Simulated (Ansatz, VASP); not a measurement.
Two plane-wave programs on ZrB

File INCAR:

```
SYSTEM = ZrB
  PREC = Accurate
  ENCUT = 520
  EDIFF = 1E-6
  ISMEAR = 0
  SIGMA = 0.15
  LREAL = .False.
  LASPH = .True.
  NELM = 60
  ALGO = Normal
  ISIF = 2
  LWAVE = .False.
  LCHARG = .False.
  GGA = PS
  NBANDS = 14
```

Contents of KPOINTS:

```
Automatic mesh
0
Gamma
  18 18 18
  0 0 0
```

File POSCAR:

```
ZrB
1.0
    0.0000000000      2.3250000000      2.3250000000
    2.3250000000      0.0000000000      2.3250000000
    2.3250000000      2.3250000000      0.0000000000
Zr B
1 1
Direct
    0.0000000000      0.0000000000      0.0000000000
    0.5537634409      0.5537634409      0.4462365591
```

Input for Ansatz:

```yaml
crystal:
  lattice:
    - [0.0, 2.325, 2.325]
    - [2.325, 0.0, 2.325]
    - [2.325, 2.325, 0.0]
  atoms:
    - { symbol: Zr, position: [0.0, 0.0, 0.0] }
    - { symbol: B, position: [0.5537634409, 0.5537634409, 0.4462365591] }
basis:
  ecutwfc: 420
kpoints:
  mp_grid: { grid: [18, 18, 18] }
hamiltonian:
  xc: pbesol
scf:
  occupations: { method: gaussian, width: 0.15 }
output:
  forces: true
  stress: true
  eigenvalues: true
```

Change from the starting cell: all B atoms moved -0.250 Å, as atom 2 towards its neighbour atom 1 (Zr) at 2.325 Å.

Alike in both runs: task single point; functional PBEsol; k mesh 18 × 18 × 18; occupations gaussian, width 0.15 eV; no spin polarisation.

|  | VASP | Ansatz |
| --- | --- | --- |
| version | VASP 6.6.1 | Ansatz 0.2.0 |
| potentials or method | VASP PAW PBE potentials, release 64 (Zr_sv, B), cutoff 520 eV | scalar-relativistic, plane waves, PAW |
| valence electrons in the cell | 15 | 15 |

```csv
,VASP,Ansatz,Ansatz less VASP
gap on the k mesh at the Fermi level (eV),none,none,-
rms of the force components (eV/Å),1.804,1.795,-0.0098
```

VASP's potentials were made for PBE, not for PBEsol. Atom by atom the forces differ by 0.010 eV/Å (rms over components). A gap of «none» marks a metal or a gap that the smearing closes.
